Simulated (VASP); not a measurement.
Crystal: NaF.

```
Na F
1.0
     4.07114    0.00000    0.00000
    -2.03557    3.52571    0.00000
     0.00000    0.00000    4.55138
Na F
2 2
Direct
  0.33333 0.66667 0.93750
  0.66667 0.33333 0.43750
  0.33333 0.66667 0.43750
  0.66667 0.33333 0.93750
```

This cell differs from its parent crystal: biaxial xy strain +5.2%.

Base run:

| Item | Value |
| --- | --- |
| Program | VASP 6.6.1 |
| Functional | PBE |
| Potentials or basis | VASP PAW PBE potentials, release 64 (Na_pv, F) |
| Cutoff | 520 eV |
| k mesh | 12 × 12 × 6 |
| Occupations | fermi-dirac, width 0.02 eV |
| Spin | no spin polarisation |

Its results: band gap on the k mesh 5.38 eV, direct; pressure -1.0 GPa.

Problem. The run is repeated on the same cell with these changes: functional from PBE to r2SCAN; occupations from fermi-dirac, width 0.02 eV to gaussian, width 0.01 eV. What comes out?

Solution. Band gap on the k mesh 6.05 eV, direct; pressure -3.5 GPa.

Caveats: the PAW data sets were made with another functional, which shifts forces and pressure a little (some runs).

A k mesh can miss the band edges.
